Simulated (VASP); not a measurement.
MgO, 2 atoms in the cell. The structure is cubic, space group Fm-3m (No. 225). The conventional cell has a = 4.054 Å, b = 4.054 Å, c = 4.054 Å, α = 90.00°, β = 90.00°, γ = 90.00°. Within 2.7 Å of Mg (site symmetry m-3m) lie 6 O at 2.03 Å. Within 2.7 Å of O (site symmetry m-3m) lie 6 Mg at 2.03 Å. 

| Item | Value |
| --- | --- |
| Program | VASP 6.6.1 |
| Task | relaxation of cell and atoms |
| Functional | PBEsol |
| Potentials or basis | VASP PAW PBE potentials, release 64 (Mg, O) |
| Cutoff | 600 eV |
| k mesh | 10 × 10 × 10 |
| Occupations | gaussian, width 0.02 eV |
| Spin | no spin polarisation |
| Target pressure | 23.2 GPa |
| Dipole correction | no |
| Further INCAR settings | ALGO = Normal; EDIFF = 1e-07; IBRION = 2; EDIFFG = -0.002; NSW = 100; ISIF = 3 |

Potentials or basis: VASP PAW PBE potentials, release 64 (Mg, O).

The run is started by

```bash
$ cat potpaw_PBE.64/Mg/POTCAR potpaw_PBE.64/O/POTCAR > POTCAR
$ mpirun -np 1 vasp_std > vasp.out
```

Hardware: 1 thread of Intel(R) Xeon(R) Platinum 8259CL CPU @ 2.50GHz (Skylake/Cascade Lake) (shared host).

**Question.** How long does it take, and how much memory?

**Answer.** Wall time 12 s on 1 thread of Intel(R) Xeon(R) Platinum 8259CL CPU @ 2.50GHz (Skylake/Cascade Lake) (shared host), peak memory 0.14 GiB. Counts: scf iterations 23, k points 47, ion steps 3.
